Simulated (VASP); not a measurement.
# Ba (Im-3m) in VASP: notebook

Ba is run at these levels: PBE; tasks: electric field gradients, density of states.

All numbers are computed with VASP 6.6.1; they aren't measurements. Logs are shortened: lines on timing, memory, paths and dates and some standing lists are left out, and cuts for length are marked.

## 1. The cell of the first run

Symmetry: Im-3m, No. 229, cubic system. The conventional cell has a = 5.000 Å, b = 5.000 Å, c = 5.000 Å, α = 90.00°, β = 90.00°, γ = 90.00°. Ba (site symmetry m-3m) has 14 Ba at 4.33 to 5.00 Å within 5.7 Å.

## 2. Electric field gradients, PBE

INCAR reads:

```
SYSTEM = Ba
ALGO = Normal
EDIFF = 1E-8
ENCUT = 520
GGA = PE
ISIF = 2
ISMEAR = -1
LASPH = .TRUE.
LCHARG = .FALSE.
LEFG = .TRUE.
LREAL = .FALSE.
LWAVE = .FALSE.
NBANDS = 11
NELM = 60
PREC = Accurate
SIGMA = 0.05
```

KPOINTS reads:

```
k-points
0
G
  10 10 10
  0 0 0
```

POSCAR reads:

```
Ba
1.0
   -2.5000000000      2.5000000000      2.5000000000
    2.5000000000     -2.5000000000      2.5000000000
    2.5000000000      2.5000000000     -2.5000000000
Ba
1
Direct
    0.0000000000      0.0000000000      0.0000000000
```

Potentials or basis: VASP PAW PBE potentials, release 64 (Ba_sv).

The run is started by

```
$ cat potpaw_PBE.64/Ba_sv/POTCAR > POTCAR
$ mpirun -np 1 vasp_std > vasp.out
```

OUTCAR:

```text
SYSTEM = Ba
   EDIFF = 1E-8
   ENCUT = 520
   GGA = PE
   ISIF = 2
   ISMEAR = -1
   LASPH = .TRUE.
   LREAL = .FALSE.
   NELM = 60
   PREC = Accurate

 ion  position               nearest neighbor table
   1  0.000  0.000  0.000-

  LATTYP: Found a body centered cubic cell.
 ALAT       =     5.0000000000

  Lattice vectors:

 A1 = (  -2.5000000000,   2.5000000000,   2.5000000000)
 A2 = (   2.5000000000,  -2.5000000000,   2.5000000000)
 A3 = (   2.5000000000,   2.5000000000,  -2.5000000000)

Analysis of symmetry for initial positions (statically):
=====================================================================
 Subroutine PRICEL returns:
 Original cell was already a primitive cell.

 Routine SETGRP: Setting up the symmetry group for a
 body centered cubic supercell.

 Subroutine GETGRP returns: Found 48 space group operations
 (whereof 48 operations were pure point group operations)
 out of a pool of 48 trial point group operations.

The static configuration has the point symmetry O_h .

Analysis of symmetry for dynamics (positions and initial velocities):
=====================================================================
 Subroutine PRICEL returns:
 Original cell was already a primitive cell.

 Routine SETGRP: Setting up the symmetry group for a
 body centered cubic supercell.

 Subroutine GETGRP returns: Found 48 space group operations
 (whereof 48 operations were pure point group operations)
 out of a pool of 48 trial point group operations.

The dynamic configuration has the point symmetry O_h .

 Subroutine INISYM returns: Found 48 space group operations
 (whereof 48 operations are pure point group operations),
 and found     1 'primitive' translations

----------------------------------------------------------------------------------------

                                     Primitive cell

  volume of cell :      62.5000

  direct lattice vectors                    reciprocal lattice vectors
    -2.500000000  2.500000000  2.500000000     0.000000000  0.200000000  0.200000000
     2.500000000 -2.500000000  2.500000000     0.200000000  0.000000000  0.200000000
     2.500000000  2.500000000 -2.500000000     0.200000000  0.200000000  0.000000000

[... 124 lines left out ...]
  ext. energy  EPLUGINS =         0.00000000
  ---------------------------------------------------
  free energy    TOTEN  =        -1.91168183 eV

  energy without entropy =       -1.90044615  energy(sigma->0) =       -1.90606399

 E-fermi :   1.6619     XC(G=0):  -7.4342

 val. band max:        1.6515113644   @ k =   0.3000   0.3000   0.0000
 cond. band min:       1.6798210139   @ k =  -0.4000  -0.4000   0.1000
 fundamental gap:      0.0283096495
 Fermi energy:         1.6618689685

 k-point     1 :       0.0000    0.0000    0.0000
  band No.  band energies     occupation
      1     -27.1973      2.00000
      2     -12.1423      2.00000
      3     -12.1423      2.00000
      4     -12.1423      2.00000
      5      -1.0816      2.00000
      6       3.5126      0.00000
      7       3.5126      0.00000
      8       3.5126      0.00000
      9       4.9248      0.00000
     10       4.9248      0.00000
     11       8.6311      0.00000
[... 309 lines left out ...]
 k-point    24 :      -0.3000    0.3000    0.1000
  band No.  band energies     occupation
      1     -27.1644      2.00000
      2     -12.4524      2.00000
      3     -12.2589      2.00000
      4     -12.1797      2.00000
      5       0.4132      2.00000
      6       2.6153      0.00000
      7       2.8540      0.00000
      8       4.1771      0.00000
      9       5.0778      0.00000
     10       5.4483      0.00000
     11       8.4380      0.00000

 [... further k-points ...]

------------------------ aborting loop because EDIFF is reached ----------------------------------------

  FORCE on cell =-STRESS in cart. coord.  units (eV):
  Direction    XX          YY          ZZ          XY          YZ          ZX
  --------------------------------------------------------------------------------------
  -------------------------------------------------------------------------------------
  Total        0.0640107      0.0640107      0.0640107      0.0000000      0.0000000      0.0000000
  in kB        1.6409032      1.6409032      1.6409032      0.0000000      0.0000000      0.0000000
  external PRESSURE =       1.6409032 kB  Pullay stress =       0.0000000 kB

 VOLUME and BASIS-vectors are now :
 -----------------------------------------------------------------------------
  energy-cutoff  :      520.00
  volume of cell :       62.50
      direct lattice vectors                 reciprocal lattice vectors
    -2.500000000  2.500000000  2.500000000     0.000000000  0.200000000  0.200000000
     2.500000000 -2.500000000  2.500000000     0.200000000  0.000000000  0.200000000
     2.500000000  2.500000000 -2.500000000     0.200000000  0.200000000  0.000000000

 POSITION                                       TOTAL-FORCE (eV/Angst)
 -----------------------------------------------------------------------------------
      0.00000      0.00000      0.00000         0.000000      0.000000     -0.000000
 -----------------------------------------------------------------------------------
    total drift:                               -0.000000      0.000000     -0.000000

  FREE ENERGIE OF THE ION-ELECTRON SYSTEM (eV)
  ---------------------------------------------------
  free  energy   TOTEN  =        -1.9116818300 eV

  energy  without entropy=       -1.9004461489  energy(sigma->0) =       -1.90606399

 Electric field gradients (V/A^2)
---------------------------------------------------------------------
 ion       V_xx      V_yy      V_zz      V_xy      V_xz      V_yz
---------------------------------------------------------------------
   1       0.000     0.000     0.000     0.000     0.000     0.000
---------------------------------------------------------------------

 Electric field gradients after diagonalization (V/A^2)
 (convention: |V_zz| > |V_xx| > |V_yy|)
----------------------------------------------------------------------
 ion       V_xx      V_yy      V_zz     asymmetry (V_yy - V_xx)/ V_zz
----------------------------------------------------------------------
   1      -0.000    -0.000     0.000       0.000
----------------------------------------------------------------------

           NMR quadrupolar parameters

 Cq : quadrupolar parameter    Cq=e*Q*V_zz/h
 eta: asymmetry parameters     (V_yy - V_xx)/ V_zz
 Q  : nuclear electric quadrupole moment in mb (millibarn)
----------------------------------------------------------------------
 ion       Cq(MHz)       eta       Q (mb)
----------------------------------------------------------------------
   1       0.000       0.000       1.000
----------------------------------------------------------------------
```

OSZICAR:

```text
N       E                     dE             d eps       ncg     rms          rms(c)
DAV:   1     0.558991469843E+02    0.55899E+02   -0.42167E+03  1034   0.750E+02
DAV:   2     0.858350723726E+00   -0.55041E+02   -0.53712E+02  1223   0.132E+02
DAV:   3    -0.183337118049E+01   -0.26917E+01   -0.26811E+01  1337   0.319E+01
DAV:   4    -0.190952620409E+01   -0.76155E-01   -0.76075E-01  1327   0.491E+00
DAV:   5    -0.191162853469E+01   -0.21023E-02   -0.21022E-02  1404   0.668E-01    0.164E+00
DAV:   6    -0.191111924393E+01    0.50929E-03   -0.32414E-03  1246   0.539E-01    0.973E-01
DAV:   7    -0.191148146780E+01   -0.36222E-03   -0.66187E-03  1193   0.856E-01    0.433E-02
DAV:   8    -0.191167181230E+01   -0.19034E-03   -0.34662E-04  1566   0.106E-01    0.295E-02
DAV:   9    -0.191168057736E+01   -0.87651E-05   -0.70056E-06  1289   0.231E-02    0.667E-03
DAV:  10    -0.191168208063E+01   -0.15033E-05   -0.42074E-06  1235   0.134E-02    0.178E-03
DAV:  11    -0.191168203109E+01    0.49537E-07   -0.71702E-07  1438   0.691E-03    0.821E-04
DAV:  12    -0.191168177323E+01    0.25786E-06   -0.38776E-08  1251   0.149E-03    0.100E-04
DAV:  13    -0.191168178899E+01   -0.15760E-07   -0.14806E-09   715   0.241E-04    0.441E-05
DAV:  14    -0.191168182400E+01   -0.35011E-07   -0.89554E-10   622   0.146E-04    0.758E-06
DAV:  15    -0.191168183001E+01   -0.60078E-08   -0.36625E-10   613   0.777E-05
   1 F= -.19116818E+01 E0= -.19060640E+01  d E =-.112357E-01
```

It took 24 s on 1 thread of Intel Xeon 6975P-C, shared host; peak memory 0.19 GiB.

What came out:

```
Free energy            : -1.9117 eV
Pressure               : 0.2 GPa
Band gap on the k mesh : zero (band 5 reaches 2.01 eV, above the bottom of band 6 at 1.12 eV)
```

Caveat: without QUAD_EFG the Cq values of the log hold for a quadrupole moment of 1 mb, not for the nuclei; spin-orbit coupling is left out, which moves the levels of the heavy elements.

## 3. Electric field gradients, PBE (volume scaled by 1.02)

INCAR reads:

```
SYSTEM = Ba
PREC = Accurate
ENCUT = 520
EDIFF = 1E-8
ISMEAR = -1
SIGMA = 0.05
LREAL = .False.
LASPH = .True.
NELM = 100
ALGO = Normal
ISIF = 2
LWAVE = .False.
LCHARG = .False.
GGA = PE
LEFG = .True.
NBANDS = 11
```

KPOINTS reads:

```
Automatic mesh
0
Gamma
  10 10 10
  0 0 0
```

POSCAR reads:

```
Ba
1.0
   -2.5165567739      2.5165567739      2.5165567739
    2.5165567739     -2.5165567739      2.5165567739
    2.5165567739      2.5165567739     -2.5165567739
Ba
1
Direct
    0.0000000000      0.0000000000      0.0000000000
```

Potentials or basis: VASP PAW PBE potentials, release 64 (Ba_sv).

The run is started by

```
$ cat potpaw_PBE.64/Ba_sv/POTCAR > POTCAR
$ mpirun -np 1 vasp_std > vasp.out
```

OUTCAR:

```text
SYSTEM = Ba
   PREC = Accurate
   ENCUT = 520
   EDIFF = 1E-8
   ISMEAR = -1
   LREAL = .False.
   LASPH = .True.
   NELM = 100
   ISIF = 2
   GGA = PE

 ion  position               nearest neighbor table
   1  0.000  0.000  0.000-

  LATTYP: Found a body centered cubic cell.
 ALAT       =     5.0331135478

  Lattice vectors:

 A1 = (  -2.5165567739,   2.5165567739,   2.5165567739)
 A2 = (   2.5165567739,  -2.5165567739,   2.5165567739)
 A3 = (   2.5165567739,   2.5165567739,  -2.5165567739)

Analysis of symmetry for initial positions (statically):
=====================================================================
 Subroutine PRICEL returns:
 Original cell was already a primitive cell.

 Routine SETGRP: Setting up the symmetry group for a
 body centered cubic supercell.

 Subroutine GETGRP returns: Found 48 space group operations
 (whereof 48 operations were pure point group operations)
[... 515 lines left out ...]

 VOLUME and BASIS-vectors are now :
 -----------------------------------------------------------------------------
  energy-cutoff  :      520.00
  volume of cell :       63.75
      direct lattice vectors                 reciprocal lattice vectors
    -2.516556774  2.516556774  2.516556774     0.000000000  0.198684172  0.198684172
     2.516556774 -2.516556774  2.516556774     0.198684172  0.000000000  0.198684172
     2.516556774  2.516556774 -2.516556774     0.198684172  0.198684172  0.000000000

 POSITION                                       TOTAL-FORCE (eV/Angst)
 -----------------------------------------------------------------------------------
      0.00000      0.00000      0.00000         0.000000      0.000000      0.000000
 -----------------------------------------------------------------------------------
    total drift:                                0.000000      0.000000     -0.000000

  FREE ENERGIE OF THE ION-ELECTRON SYSTEM (eV)
  ---------------------------------------------------
  free  energy   TOTEN  =        -1.9122706820 eV

  energy  without entropy=       -1.9010469037  energy(sigma->0) =       -1.90665879

 Electric field gradients (V/A^2)
---------------------------------------------------------------------
 ion       V_xx      V_yy      V_zz      V_xy      V_xz      V_yz
---------------------------------------------------------------------
   1       0.000     0.000    -0.000    -0.000    -0.000    -0.000
---------------------------------------------------------------------

 Electric field gradients after diagonalization (V/A^2)
 (convention: |V_zz| > |V_xx| > |V_yy|)
----------------------------------------------------------------------
 ion       V_xx      V_yy      V_zz     asymmetry (V_yy - V_xx)/ V_zz
----------------------------------------------------------------------
   1       0.000     0.000    -0.000       0.000
----------------------------------------------------------------------

           NMR quadrupolar parameters

 Cq : quadrupolar parameter    Cq=e*Q*V_zz/h
 eta: asymmetry parameters     (V_yy - V_xx)/ V_zz
 Q  : nuclear electric quadrupole moment in mb (millibarn)
----------------------------------------------------------------------
 ion       Cq(MHz)       eta       Q (mb)
----------------------------------------------------------------------
   1      -0.000       0.000       1.000
----------------------------------------------------------------------
```

Wall time 22 s (1 thread of Intel Xeon 6975P-C, shared host); peak memory 0.19 GiB.

Results:

- Free energy: -1.9123 eV
- Pressure: 0.0 GPa
- Band gap on the k mesh: zero (band 5 reaches 1.93 eV, above the bottom of band 6 at 1.08 eV)

Caveat: without QUAD_EFG the Cq values of the log hold for a quadrupole moment of 1 mb, not for the nuclei; spin-orbit coupling is left out, which moves the levels of the heavy elements.

(Part 1 of 2 ends here.)
